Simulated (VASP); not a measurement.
Here is a VASP 6.6.1 calculation.

File INCAR:

```
  PREC = Accurate
  ENCUT = 520
  EDIFF = 1E-6
  ISMEAR = 0
  SIGMA = 0.1
  LREAL = F
  LASPH = T
  NELM = 100
  ALGO = Fast
  ISIF = 2
  LWAVE = F
  LCHARG = T
  GGA = PE
  LELF = T
  LVHAR = T
  NBANDS = 19
```

KPOINTS

```
Automatic mesh
0
Gamma
  18 18 12
```

File POSCAR:

```
Ti
1.0
    2.0560175230      2.0560175230      0.0000000000
   -2.0560175230      2.0560175230      0.0000000000
    0.0000000000      0.0000000000      4.3587571487
Ti
2
Direct
    0.0000000000      0.0000000000      0.0000000000
    0.5000000000      0.5000000000      0.5000000000
```

Potentials or basis: VASP PAW PBE potentials, release 64 (Ti_sv).

Launch:

```bash
$ cat potpaw_PBE.64/Ti_sv/POTCAR > POTCAR
$ mpirun -np 1 vasp_std > vasp.out
```

(1) Predict the pressure.

(2) Estimate the band gap on the k mesh.

Results:

(1) -5.9 GPa.

(2) zero (band 12 reaches 8.31 eV, above the bottom of band 13 at 7.14 eV).

Caveat: the cell differs from its parent crystal (strain along c alone, the other axes held: +6.0 %).
